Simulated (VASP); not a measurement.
Set up this calculation in VASP 6.6.1, as the native input.

```yaml
Task: single point
Functional: PBE
Potentials_or_basis: VASP PAW PBE potentials, release 64 (W_sv, C)
Cutoff: 520 eV
k_mesh: 3 × 3 × 3
Occupations: fermi-dirac, width 0.36 eV
Spin: no spin polarisation
Dipole_correction: no
Further_INCAR_settings: LREAL = Auto; ALGO = Normal; EDIFF = 1e-07; NBANDS = 86
```

The structure of WC lies in POSCAR:

```
WC
1.0
   -2.9936370000     -5.1851310000      0.0000000000
    4.4904550000     -2.5925650000      0.0000000000
    0.0000000000      0.0000000000      5.8758830000
W C
8 8
Direct
    0.7651042078      0.5300675022      0.0368455260
    0.7157035716      0.5176661815      0.5249253602
    0.5416850181      0.0134971429     -0.0261918081
    0.4762637162      0.0071397403      0.4606286408
    0.2554694510      0.4903473703     -0.0176143739
    0.2404576984      0.4979992145      0.5304734625
   -0.0115336786     -0.0599778078      0.0218860723
    0.0089826301     -0.0048122665      0.5254869779
    0.4372381313      0.6608756235      0.2445419693
    0.4847864514      0.6932203213      0.7399568712
    0.2627525534      0.1032157689      0.2191840784
    0.2605781647      0.1368405730      0.7352086486
    0.0436430130      0.6330430521      0.2623605678
   -0.0178319304      0.6842107700      0.7942465839
    0.7532907279      0.1950535068      0.2707678148
    0.7692815010      0.1924636957      0.7173389940
```

These files were run (other wordings do the same):

INCAR

```
PREC = Accurate
ENCUT = 520
EDIFF = 1E-7
ISMEAR = -1
SIGMA = 0.36
LREAL = Auto
LASPH = True
NELM = 100
ALGO = Normal
ISIF = 2
LWAVE = False
LCHARG = False
GGA = PE
NBANDS = 86
```

KPOINTS

```
regular mesh
0
Gamma
  3 3 3
```

Potentials or basis: VASP PAW PBE potentials, release 64 (W_sv, C).

The run is started by

```bash
$ cat potpaw_PBE.64/W_sv/POTCAR potpaw_PBE.64/C/POTCAR > POTCAR
$ mpirun -np 1 vasp_std > vasp.out
```

It gave:

```
Pressure               : -5.8 GPa
Largest force          : 9.451 eV/Å
Band gap on the k mesh : zero (bands 72 and 73 overlap by 0.06 eV)
```

Caveat: the k points lie up to 0.40 Å⁻¹ apart; the atoms stand as in a frame of molecular dynamics; so wide a smearing shifts energies and pressures; spin-orbit coupling is left out, which moves the levels of the heavy elements; forces of over 1 eV/Å act on the atoms, so gaps and moduli don't describe the material at rest.

Wall time 16 min on 1 thread of Intel Xeon 8259CL, with other jobs on the host, peak memory 0.37 GiB.
